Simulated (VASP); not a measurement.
# InSb (Fm-3m) in VASP: further runs

Aim: see how the results for InSb move with the level of theory and the settings. Levels: PBE, LDA, r2SCAN, HSE06. Tasks: single point.

All numbers are computed with VASP 6.6.1; they aren't measurements. Logs are shortened: lines on timing, memory, paths and dates and some standing lists are left out, and cuts for length are marked.

**1. The cell of the first run**

Symmetry: Fm-3m, No. 225, cubic system. The conventional cell has a = 6.084 Å, b = 6.084 Å, c = 6.084 Å, α = 90.00°, β = 90.00°, γ = 90.00°. In (site symmetry m-3m) has 6 Sb at 3.04 Å within 4.0 Å. Within 4.0 Å of Sb (site symmetry m-3m) lie 6 In at 3.04 Å.

**2. Single point, PBE**

Input file INCAR:

```
SYSTEM = InSb
PREC = Accurate ; ENCUT = 520
EDIFF = 1E-6 ; ISMEAR = -1
SIGMA = 0.02 ; LREAL = .False.
LASPH = .True. ; NELM = 60
ALGO = Normal ; ISIF = 2
LWAVE = .False. ; LCHARG = .False.
GGA = PE ; NBANDS = 16
```

Input file KPOINTS:

```
regular mesh
0
Gamma
  6 6 6
  0 0 0
```

Input file POSCAR:

```
InSb
1.0
    0.0000000000      3.0422106271      3.0422106271
    3.0422106271      0.0000000000      3.0422106271
    3.0422106271      3.0422106271      0.0000000000
In Sb
1 1
Direct
    0.0000000000      0.0000000000      0.0000000000
    0.5000000000      0.5000000000      0.5000000000
```

Potentials or basis: VASP PAW PBE potentials, release 64 (In_d, Sb).

The run is started by

```
$ cat potpaw_PBE.64/In_d/POTCAR potpaw_PBE.64/Sb/POTCAR > POTCAR
$ mpirun -np 1 vasp_std > vasp.out
```

OUTCAR:

```text
SYSTEM = InSb
   PREC = Accurate
   ENCUT = 520
   EDIFF = 1E-6
   ISMEAR = -1
   LREAL = .False.
   LASPH = .True.
   NELM = 60
   ISIF = 2
   GGA = PE

 ion  position               nearest neighbor table
   1  0.000  0.000  0.000-   2 3.04   2 3.04   2 3.04   2 3.04   2 3.04   2 3.04
   2  0.500  0.500  0.500-   1 3.04   1 3.04   1 3.04   1 3.04   1 3.04   1 3.04

  LATTYP: Found a face centered cubic cell.
 ALAT       =     6.0844212542

  Lattice vectors:

 A1 = (   0.0000000000,   3.0422106271,   3.0422106271)
 A2 = (   3.0422106271,   0.0000000000,   3.0422106271)
 A3 = (   3.0422106271,   3.0422106271,   0.0000000000)

Analysis of symmetry for initial positions (statically):
=====================================================================
 Subroutine PRICEL returns:
 Original cell was already a primitive cell.

 Routine SETGRP: Setting up the symmetry group for a
 face centered cubic supercell.

 Subroutine GETGRP returns: Found 48 space group operations
 (whereof 48 operations were pure point group operations)
 out of a pool of 48 trial point group operations.

The static configuration has the point symmetry O_h .

Analysis of symmetry for dynamics (positions and initial velocities):
=====================================================================
 Subroutine PRICEL returns:
 Original cell was already a primitive cell.

 Routine SETGRP: Setting up the symmetry group for a
 face centered cubic supercell.

 Subroutine GETGRP returns: Found 48 space group operations
 (whereof 48 operations were pure point group operations)
 out of a pool of 48 trial point group operations.

The dynamic configuration has the point symmetry O_h .

 Subroutine INISYM returns: Found 48 space group operations
 (whereof 48 operations are pure point group operations),
 and found     1 'primitive' translations

----------------------------------------------------------------------------------------

                                     Primitive cell

  volume of cell :      56.3116

  direct lattice vectors                    reciprocal lattice vectors
     0.000000000  3.042210627  3.042210627    -0.164354169  0.164354169  0.164354169
     3.042210627  0.000000000  3.042210627     0.164354169 -0.164354169  0.164354169
     3.042210627  3.042210627  0.000000000     0.164354169  0.164354169 -0.164354169

  length of vectors
     4.302335528  4.302335528  4.302335528     0.284669771  0.284669771  0.284669771

  position of ions in fractional coordinates (direct lattice)
     0.000000000  0.000000000  0.000000000
     0.500000000  0.500000000  0.500000000

  ion indices of the primitive-cell ions
   primitive index   ion index
                 1           1
                 2           2

----------------------------------------------------------------------------------------

 KPOINTS: regular mesh

Automatic generation of k-mesh.
 Grid dimensions read from file:
 generate k-points for:    6    6    6

 Generating k-lattice:

  Cartesian coordinates                     Fractional coordinates (reciprocal lattice)
    -0.027392362  0.027392362  0.027392362     0.166666667  0.000000000  0.000000000
     0.027392362 -0.027392362  0.027392362     0.000000000  0.166666667  0.000000000
     0.027392362  0.027392362 -0.027392362     0.000000000  0.000000000  0.166666667

  Length of vectors
     0.047444962  0.047444962  0.047444962

  Shift w.r.t. Gamma in fractional coordinates (k-lattice)
     0.000000000  0.000000000  0.000000000

 Subroutine IBZKPT returns following result:
 ===========================================

 Found     16 irreducible k-points:

 Following reciprocal coordinates:
            Coordinates               Weight
  0.000000  0.000000  0.000000      1.000000
  0.166667  0.000000  0.000000      8.000000
  0.333333  0.000000  0.000000      8.000000
  0.500000  0.000000  0.000000      4.000000
  0.166667  0.166667  0.000000      6.000000
  0.333333  0.166667  0.000000     24.000000
[... 8 lines left out ...]
 -0.333333  0.333333  0.166667     24.000000
 -0.333333  0.500000  0.166667     12.000000
   k-points           NKPTS =     16   k-points in BZ     NKDIM =     16   number of bands    NBANDS=     16
   number of dos      NEDOS =    301   number of ions     NIONS =      2
   total plane-waves  NPLWV =  32768
   dimension x,y,z NGX =    32 NGY =   32 NGZ =   32
   dimension x,y,z NGXF=    64 NGYF=   64 NGZF=   64
   ions per type =               1   1
   NGX,Y,Z   is equivalent  to a cutoff of  12.37, 12.37, 12.37 a.u.
   NGXF,Y,Z  is equivalent  to a cutoff of  24.73, 24.73, 24.73 a.u.
 SYSTEM =  InSb
   PREC   = accura    normal or accurate (medium, high low for compatibility)
   ISTART =      0    job   : 0-new  1-cont  2-samecut
   ICHARG =      2    charge: 1-file 2-atom 10-const
   ISPIN  =      1    spin polarized calculation?
   LNONCOLLINEAR =      F non collinear calculations
   LSORBIT =      F    spin-orbit coupling
   LASPH  =      T    aspherical Exc in radial PAW
   ENCUT  =  520.0 eV  38.22 Ry    6.18 a.u.   8.00  8.00  8.00*2*pi/ulx,y,z
   NELM   =     60;   NELMIN=  2; NELMDL= -5     # of ELM steps
   EDIFF  = 0.1E-05   stopping-criterion for ELM
   LREAL  =      F    real-space projection
   EDIFFG = 0.1E-04   stopping-criterion for IOM
   NSW    =      0    number of steps for IOM
   IBRION =     -1    ionic relax: 0-MD 1-quasi-New 2-CG
   NFREE  =      0    steps in history (QN), initial steepest desc. (CG)
   ISIF   =      2    stress and relaxation
   ISYM   =      2    0-nonsym 1-usesym 2-fastsym
   POTIM  = 0.5000    time-step for ionic-motion
   TEBEG  =    0.0;   TEEND  =   0.0 temperature during run
   PSTRESS=    0.0 pullay stress
   NELECT =      18.0000    total number of electrons
   NUPDOWN=      -1.0000    fix difference up-down
   EMIN   =  10.00;   EMAX   =-10.00  energy-range for DOS
   EFERMI =   0.00;   METHOD = LEGACY
   ISMEAR =    -1;   SIGMA  =   0.02  broadening in eV -4-tet -1-fermi 0-gaus
   EFERMI_NEDOS =   21; number of points for ismear=-14 and -15
   IALGO  =     38    algorithm
   IMIX   =      4    mixing-type and parameters
     AMIX     =   0.40;   BMIX     =  1.00
     AMIX_MAG =   1.60;   BMIX_MAG =  1.00
  volume/ion in A,a.u.               =      28.16       190.00
  Fermi-wavevector in a.u.,A,eV,Ry     =   1.119351  2.115267 17.047382  1.252947
  Thomas-Fermi vector in A             =   2.255990
   LORBIT       =      0    0 simple, 1 ext, 2 COOP (PROOUT), +10 PAW based schemes
   GGA     = PE    functional components
   LHFCALC =     F    Hartree Fock is set to
   AEXX    =    0.0000 exact exchange contribution
   IVDW    =     0    specifies the selected vdW correction
   LEPSILON=     F    determine dielectric tensor
   LRPA    =     F    only Hartree local field effects (RPA)
 non-spin polarized calculation
  energy-cutoff  :      520.00
  volume of cell :       56.31
 maximum number of plane-waves:      1527
   NGX = 15   NGY = 15   NGZ = 15

 number of electron      17.9999992 magnetization

 Free energy of the ion-electron system (eV)
  ---------------------------------------------------
  ext. energy  EPLUGINS =         0.00000000
  ---------------------------------------------------
  free energy    TOTEN  =        -6.64616773 eV

  energy without entropy =       -6.64230803  energy(sigma->0) =       -6.64423788

 E-fermi :   7.0871     XC(G=0):  -9.8417

 val. band max:        7.0458779467   @ k =  -0.3333   0.1667   0.0000
 cond. band min:       7.1091882195   @ k =  -0.3333   0.3333   0.0000
 fundamental gap:      0.0633102728
 Fermi energy:         7.0870864781

 k-point     1 :       0.0000    0.0000    0.0000
  band No.  band energies     occupation
      1      -7.5559      2.00000
      2      -7.5559      2.00000
      3      -7.5265      2.00000
      4      -7.5265      2.00000
      5      -7.5265      2.00000
      6      -4.1387      2.00000
[... 8 lines left out ...]
     15      13.1256      0.00000
     16      13.1256      0.00000

 k-point     2 :       0.1667    0.0000    0.0000
  band No.  band energies     occupation
      1      -7.5636      2.00000
      2      -7.5636      2.00000
      3      -7.5267      2.00000
      4      -7.5199      2.00000
      5      -7.5199      2.00000
      6      -3.8367      2.00000
[... 8 lines left out ...]
     15      13.7763      0.00000
     16      13.7763      0.00000

 k-point     3 :       0.3333    0.0000    0.0000
  band No.  band energies     occupation
      1      -7.5811      2.00000
      2      -7.5811      2.00000
      3      -7.5280      2.00000
      4      -7.5044      2.00000
      5      -7.5044      2.00000
      6      -2.9994      2.00000
[... 8 lines left out ...]
     15      15.4251      0.00000
     16      15.4251      0.00000

 k-point     4 :       0.5000    0.0000    0.0000
  band No.  band energies     occupation
      1      -7.5901      2.00000
      2      -7.5901      2.00000
      3      -7.5290      2.00000
      4      -7.4963      2.00000
      5      -7.4963      2.00000
      6      -2.2627      2.00000
[... 8 lines left out ...]
     15      17.4701      0.00000
     16      17.4701      0.00000
[... 172 lines left out ...]
 k-point    14 :       0.5000    0.3333    0.1667
  band No.  band energies     occupation
      1      -7.6326      2.00000
      2      -7.5632      2.00000
      3      -7.5290      2.00000
      4      -7.5010      2.00000
      5      -7.4926      2.00000
      6      -2.2725      2.00000
[... 8 lines left out ...]
     15      17.0601      0.00000
     16      17.1701      0.00000

 k-point    15 :      -0.3333    0.3333    0.1667
  band No.  band energies     occupation
      1      -7.6395      2.00000
      2      -7.5705      2.00000
      3      -7.5172      2.00000
      4      -7.5115      2.00000
      5      -7.4857      2.00000
      6      -1.6682      2.00000
[... 8 lines left out ...]
     15      15.2888      0.00000
     16      18.6184      0.00000

 k-point    16 :      -0.3333    0.5000    0.1667
  band No.  band energies     occupation
      1      -7.6680      2.00000
      2      -7.5556      2.00000
      3      -7.5321      2.00000
      4      -7.4979      2.00000
      5      -7.4790      2.00000
      6      -1.4440      2.00000
[... 8 lines left out ...]
     15      17.3384      0.00000
     16      19.6125      0.00000

------------------------ aborting loop because EDIFF is reached ----------------------------------------

  FORCE on cell =-STRESS in cart. coord.  units (eV):
  Direction    XX          YY          ZZ          XY          YZ          ZX
  --------------------------------------------------------------------------------------
  -------------------------------------------------------------------------------------
  Total        0.5478023      0.5478023      0.5478023      0.0000000      0.0000000     -0.0000000
  in kB       15.5860683     15.5860683     15.5860683      0.0000000      0.0000000     -0.0000000
  external PRESSURE =      15.5860683 kB  Pullay stress =       0.0000000 kB

 VOLUME and BASIS-vectors are now :
 -----------------------------------------------------------------------------
  energy-cutoff  :      520.00
  volume of cell :       56.31
      direct lattice vectors                 reciprocal lattice vectors
     0.000000000  3.042210627  3.042210627    -0.164354169  0.164354169  0.164354169
     3.042210627  0.000000000  3.042210627     0.164354169 -0.164354169  0.164354169
     3.042210627  3.042210627  0.000000000     0.164354169  0.164354169 -0.164354169

 POSITION                                       TOTAL-FORCE (eV/Angst)
 -----------------------------------------------------------------------------------
      0.00000      0.00000      0.00000         0.000000      0.000000      0.000000
      3.04221      3.04221      3.04221        -0.000000     -0.000000     -0.000000
 -----------------------------------------------------------------------------------
    total drift:                                0.000000     -0.000000     -0.000000

  FREE ENERGIE OF THE ION-ELECTRON SYSTEM (eV)
  ---------------------------------------------------
  free  energy   TOTEN  =        -6.6461677338 eV

  energy  without entropy=       -6.6423080271  energy(sigma->0) =       -6.64423788
```

It took 11 s on 1 thread of Intel Xeon Platinum 8259CL at 2.50GHz (Skylake/Cascade Lake), shared host; peak memory 0.17 GiB.

Results:

* Free energy: -6.6462 eV
* Pressure: 1.6 GPa
* Band gap on the k mesh: zero (bands 9 and 10 overlap by 2.80 eV)

Levels at points of the mesh, in eV from the Fermi level:
```tsv
k point	band 7	band 8	band 9	band 10	band 11	band 12
(0.00, 0.00, 0.00)	-0.44	-0.18	-0.18	-0.18	5.98	5.98
(0.50, 0.00, 0.00)	-6.66	0.23	0.23	2.08	2.31	2.31
(0.50, 0.50, 0.00)	-4.68	-3.48	-2.31	-2.31	3.06	8.26
```

Caveat: spin-orbit coupling is left out, which moves the levels of the heavy elements.

**3. Single point, LDA**

Input file INCAR:

```
SYSTEM = InSb
ALGO     = Normal         ! electronic algorithm
EDIFF    = 1E-7           ! SCF threshold, eV
ENCUT    = 520            ! plane-wave cutoff, eV
ISIF     = 2              ! what is computed and relaxed
ISMEAR   = -1             ! smearing method
LASPH    = .True.         ! aspherical terms in the spheres
LCHARG   = .True.         ! write CHGCAR
LELF     = .True.         ! ELF
LREAL    = .False.        ! projectors in reciprocal space
LVHAR    = .True.       
LWAVE    = .False.        ! write WAVECAR
NBANDS   = 16             ! bands
NELM     = 100            ! most SCF steps
PREC     = Accurate       ! precision mode
SIGMA    = 0.02           ! smearing width, eV
```

Input file KPOINTS:

```
k-points
0
Gamma
  6 6 6
  0 0 0
```

POSCAR is that of step 2.

Potentials or basis: VASP PAW LDA potentials, release 64 (In_d, Sb).

The run is started by

```
$ cat potpaw_LDA.64/In_d/POTCAR potpaw_LDA.64/Sb/POTCAR > POTCAR
$ mpirun -np 1 vasp_std > vasp.out
```

Run time: 11 s. Hardware: 1 thread of Intel Xeon Platinum 8259CL at 2.50GHz (Skylake/Cascade Lake), shared host; peak memory 0.16 GiB.

Results (log left out):

| Property | Result |
| --- | --- |
| Free energy | -8.0232 eV |
| Pressure | -2.7 GPa |
| Band gap on the k mesh | zero (bands 9 and 10 overlap by 2.80 eV) |

Levels at points of the mesh, in eV from the Fermi level:
```tsv
k point	band 5	band 6	band 7	band 8	band 9	band 10	band 11	band 12	band 13	band 14
(0.00, 0.00, 0.00)	-14.50	-11.25	-0.58	-0.18	-0.18	-0.18	5.91	5.91	5.91	6.09
(0.50, 0.00, 0.00)	-14.47	-9.38	-6.69	0.24	0.24	2.05	2.29	2.29	3.13	9.96
(0.50, 0.50, 0.00)	-14.46	-8.65	-4.66	-3.57	-2.30	-2.30	3.11	8.17	8.17	10.09
```

Caveat: spin-orbit coupling is left out, which moves the levels of the heavy elements.

**4. Single point, r2SCAN**

POSCAR is that of step 3.

Input file INCAR.step1:

```
PREC = Accurate
ENCUT = 520
ISMEAR = -1
SIGMA = 0.02
LREAL = F
LASPH = T
NELM = 60
NBANDS = 16
GGA = PE
ALGO = Normal
EDIFF = 1E-4
LWAVE = T
LCHARG = F
```

Input file INCAR.step2:

```
PREC = Accurate
ENCUT = 520
EDIFF = 1E-6
ISMEAR = -1
SIGMA = 0.02
LREAL = F
LASPH = T
NELM = 60
ALGO = Normal
ISIF = 2
LWAVE = F
LCHARG = T
METAGGA = R2SCAN
LMIXTAU = T
LELF = T
LVHAR = T
NBANDS = 16
ISTART = 1
```

Input file KPOINTS:

```
Automatic mesh
0
Gamma
  6 6 6
```

Potentials or basis: VASP PAW PBE potentials, release 64 (In_d, Sb).

The run is started by

```
$ cat potpaw_PBE.64/In_d/POTCAR potpaw_PBE.64/Sb/POTCAR > POTCAR
$ cp INCAR.step1 INCAR
$ mpirun -np 1 vasp_std > vasp.out
$ cp INCAR.step2 INCAR
$ mpirun -np 1 vasp_std > vasp.out
```

Wall time 35 s (1 thread of Intel Xeon Platinum 8259CL at 2.50GHz (Skylake/Cascade Lake), shared host); peak memory 0.19 GiB.

Results (log left out):

| Item | Value |
| --- | --- |
| Free energy | -48.3804 eV |
| Pressure | 0.1 GPa |
| Band gap on the k mesh | zero (bands 9 and 10 overlap by 2.91 eV) |

Levels at points of the mesh, in eV from the Fermi level:
| k point | band 5 | band 6 | band 7 | band 8 | band 9 | band 10 | band 11 | band 12 | band 13 | band 14 |
| --- | --- | --- | --- | --- | --- | --- | --- | --- | --- | --- |
| (0.00, 0.00, 0.00) | -15.15 | -11.67 | -0.22 | -0.22 | -0.22 | -0.01 | 6.42 | 6.42 | 6.42 | 6.45 |
| (0.50, 0.00, 0.00) | -15.12 | -9.69 | -6.87 | 0.21 | 0.21 | 2.51 | 2.51 | 2.52 | 3.58 | 10.79 |
| (0.50, 0.50, 0.00) | -15.10 | -8.89 | -4.84 | -3.42 | -2.43 | -2.43 | 3.43 | 8.86 | 8.86 | 11.01 |

Caveat: the PAW data sets were made with another functional, which shifts forces and pressure a little; spin-orbit coupling is left out, which moves the levels of the heavy elements.

**5. Single point, HSE06**

POSCAR is that of step 4.

Input file INCAR.step1:

```
SYSTEM = InSb
  PREC = Accurate
  ENCUT = 520
  EDIFF = 1E-5
  ISMEAR = -1
  SIGMA = 0.02
  LREAL = .FALSE.
  LASPH = .TRUE.
  NELM = 60
  ALGO = Normal
  ISIF = 2
  LWAVE = .TRUE.
  LCHARG = .FALSE.
  NBANDS = 16
  GGA = PE
```

Input file INCAR.step2:

```
SYSTEM = InSb
  PREC = Accurate
  ENCUT = 520
  EDIFF = 1E-7
  ISMEAR = -1
  SIGMA = 0.02
  LREAL = .FALSE.
  LASPH = .TRUE.
  NELM = 60
  ALGO = Normal
  ISIF = 2
  LWAVE = .FALSE.
  LCHARG = .FALSE.
  GGA = PE
  LHFCALC = .TRUE.
  HFSCREEN = 0.2079
  PRECFOCK = Normal
  NBANDS = 16
  ISTART = 1
```

Input file KPOINTS:

```
regular mesh
0
G
  4 4 4
  0 0 0
```

The run is started by

```
$ cat potpaw_PBE.64/In_d/POTCAR potpaw_PBE.64/Sb/POTCAR > POTCAR
$ cp INCAR.step1 INCAR
$ mpirun -np 1 vasp_std > vasp.out
$ cp INCAR.step2 INCAR
$ mpirun -np 1 vasp_std > vasp.out
```

Wall time 15 min (1 thread of Intel Xeon Platinum 8259CL at 2.50GHz (Skylake/Cascade Lake), shared host); peak memory 0.29 GiB.

The run converged. Its results:

* Free energy: -7.5668 eV
* Pressure: -0.1 GPa
* Band gap on the k mesh: zero (bands 9 and 10 overlap by 2.84 eV)

Levels at points of the mesh, in eV from the Fermi level:
```csv
k point,band 7,band 8,band 9,band 10,band 11,band 12
"(0.00, 0.00, 0.00)",-0.17,-0.17,-0.17,0.14,6.68,6.68
"(0.50, 0.00, 0.00)",-7.32,0.31,0.31,2.66,2.80,2.80
"(0.50, 0.50, 0.00)",-5.14,-3.47,-2.53,-2.53,3.55,9.37
```

Caveat: the k points lie up to 0.45 Å⁻¹ apart, too coarse for converged energies and pressures of a metal; the PAW data sets were made with another functional, which shifts forces and pressure a little; spin-orbit coupling is left out, which moves the levels of the heavy elements.

**6. Summary**

```tsv
level	potentials or basis	k mesh	grid for exact exchange (PRECFOCK)	share of exact exchange	screening parameter	gap on the mesh (eV)	pressure (GPa)
PBE	VASP PAW PBE potentials, release 64 (In_d, Sb)	6 × 6 × 6	-	-	-	none	1.6
LDA	VASP PAW LDA potentials, release 64 (In_d, Sb)	6 × 6 × 6	-	-	-	none	-2.7
r2SCAN	VASP PAW PBE potentials, release 64 (In_d, Sb)	6 × 6 × 6	-	-	-	none	0.1
HSE06	VASP PAW PBE potentials, release 64 (In_d, Sb)	4 × 4 × 4	Normal	0.25	0.2079 1/Å	none	-0.1
```

Alike in all rows: task single point; no spin polarisation; cell as given; cutoff (eV) 520; smearing fermi-dirac 0.02 eV.

Caveats: some runs use coarse meshes; spin-orbit coupling is left out, which moves the levels of the heavy elements; the PAW data sets were made with another functional, which shifts forces and pressure a little (at least some runs).

Absolute energies hang on the potentials; compare differences alone.
